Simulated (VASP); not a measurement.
Input of a VASP 6.6.1 run:

INCAR

```
SYSTEM = Li27H26Br
PREC     = Accurate       ! precision mode
ENCUT    = 520            ! plane-wave cutoff, eV
EDIFF    = 1E-7           ! SCF threshold, eV
ISMEAR   = -1             ! smearing method
SIGMA    = 0.01           ! smearing width, eV
LREAL    = Auto         
LASPH    = .True.         ! aspherical terms in the spheres
NELM     = 80             ! most SCF steps
ALGO     = Normal         ! electronic algorithm
ISIF     = 2              ! what is computed and relaxed
LWAVE    = .False.        ! write WAVECAR
LCHARG   = .False.        ! write CHGCAR
GGA      = PE             ! functional
NBANDS   = 90             ! bands
```

The input KPOINTS:

```
regular mesh
0
Gamma
  3 3 3
  0 0 0
```

POSCAR

```
Li27H26Br
1.0
    0.0000000000      6.1102500000      6.1102500000
    6.1102500000      0.0000000000      6.1102500000
    6.1102500000      6.1102500000      0.0000000000
Li Br H
27 1 26
Direct
   -0.0003292435     -0.0003292435     -0.0003292435
   -0.0226924067     -0.0226924067      0.3560257401
   -0.0003292435     -0.0003292435      0.6676543973
   -0.0226924067      0.3560257401     -0.0226924067
   -0.0226924067      0.3560257401      0.3560257401
    0.0023892052      0.3309441282      0.6666666667
   -0.0003292435      0.6676543973     -0.0003292435
    0.0023892052      0.6666666667      0.3309441282
    0.0023892052      0.6666666667      0.6666666667
    0.3560257401     -0.0226924067     -0.0226924067
    0.3560257401     -0.0226924067      0.3560257401
    0.3309441282      0.0023892052      0.6666666667
    0.3560257401      0.3560257401     -0.0226924067
    0.3336625769      0.3336625769      0.3336625769
    0.3336625769      0.3336625769      0.6656789360
    0.3309441282      0.6666666667      0.0023892052
    0.3336625769      0.6656789360      0.3336625769
    0.3309441282      0.6666666667      0.6666666667
    0.6676543973     -0.0003292435     -0.0003292435
    0.6666666667      0.0023892052      0.3309441282
    0.6666666667      0.0023892052      0.6666666667
    0.6666666667      0.3309441282      0.0023892052
    0.6656789360      0.3336625769      0.3336625769
    0.6666666667      0.3309441282      0.6666666667
    0.6666666667      0.6666666667      0.0023892052
    0.6666666667      0.6666666667      0.3309441282
    0.6666666667      0.6666666667      0.6666666667
    0.1666666667      0.1666666667      0.1666666667
    0.1666666667      0.1666666667      0.5097970085
    0.1666666667      0.1666666667      0.8235363248
    0.1666666667      0.5097970085      0.1666666667
    0.1656018022      0.5003549548      0.5003549548
    0.1666666667      0.5097970085      0.8235363248
    0.1666666667      0.8235363248      0.1666666667
    0.1666666667      0.8235363248      0.5097970085
    0.1677315311      0.8329783785      0.8329783785
    0.5097970085      0.1666666667      0.1666666667
    0.5003549548      0.1656018022      0.5003549548
    0.5097970085      0.1666666667      0.8235363248
    0.5003549548      0.5003549548      0.1656018022
    0.5003549548      0.5003549548      0.5003549548
    0.5049271151      0.5049271151      0.8284062182
    0.5097970085      0.8235363248      0.1666666667
    0.5049271151      0.8284062182      0.5049271151
    0.5049271151      0.8284062182      0.8284062182
    0.8235363248      0.1666666667      0.1666666667
    0.8235363248      0.1666666667      0.5097970085
    0.8329783785      0.1677315311      0.8329783785
    0.8235363248      0.5097970085      0.1666666667
    0.8284062182      0.5049271151      0.5049271151
    0.8284062182      0.5049271151      0.8284062182
    0.8329783785      0.8329783785      0.1677315311
    0.8284062182      0.8284062182      0.5049271151
    0.8329783785      0.8329783785      0.8329783785
```

Potentials or basis: VASP PAW PBE potentials, release 64 (Li_sv, Br, H).

Command:

```bash
$ cat potpaw_PBE.64/Li_sv/POTCAR potpaw_PBE.64/Br/POTCAR potpaw_PBE.64/H/POTCAR > POTCAR
$ mpirun -np 1 vasp_std > vasp.out
```

Task: What does it give for the largest force?

Result: 0.026 eV/Å.

Task: What does it give for the band gap on the k mesh?

Result: 3.53 eV.

Forces on the atoms (eV/Å):
```
Li  -0.015 -0.015 -0.015
Li   0.000  0.000 -0.019
Li   0.015  0.015 -0.015
Li   0.000 -0.019  0.000
Li   0.019  0.000  0.000
Li   0.009 -0.009  0.000
Li   0.015 -0.015  0.015
Li   0.009  0.000 -0.009
Li   0.000 -0.009 -0.009
Li  -0.019  0.000  0.000
Li   0.000  0.019  0.000
Li  -0.009  0.009  0.000
Li   0.000  0.000  0.019
Li   0.015  0.015  0.015
Li  -0.015 -0.015  0.015
Li  -0.009  0.000  0.009
Li  -0.015  0.015 -0.015
Li   0.000  0.009  0.009
Li  -0.015  0.015  0.015
Li   0.000  0.009 -0.009
Li  -0.009  0.000 -0.009
Li   0.000 -0.009  0.009
Li   0.015 -0.015 -0.015
Li   0.009  0.000  0.009
Li  -0.009 -0.009  0.000
Li   0.009  0.009  0.000
Li   0.000  0.000  0.000
Br   0.000  0.000  0.000
H    0.007  0.007  0.000
H   -0.007 -0.007  0.000
H    0.007  0.000  0.007
H   -0.002  0.002  0.002
H    0.000 -0.007  0.007
H   -0.007  0.000 -0.007
H    0.000  0.007 -0.007
H    0.002 -0.002 -0.002
H    0.000  0.007  0.007
H    0.002 -0.002  0.002
H   -0.007  0.000  0.007
H    0.002  0.002 -0.002
H   -0.002 -0.002 -0.002
H    0.000  0.000  0.003
H   -0.007  0.007  0.000
H    0.000  0.003  0.000
H   -0.003  0.000  0.000
H    0.000 -0.007 -0.007
H    0.007  0.000 -0.007
H   -0.002  0.002 -0.002
H    0.007 -0.007  0.000
H    0.003  0.000  0.000
H    0.000 -0.003  0.000
H   -0.002 -0.002  0.002
H    0.000  0.000 -0.003
H    0.002  0.002  0.002
```
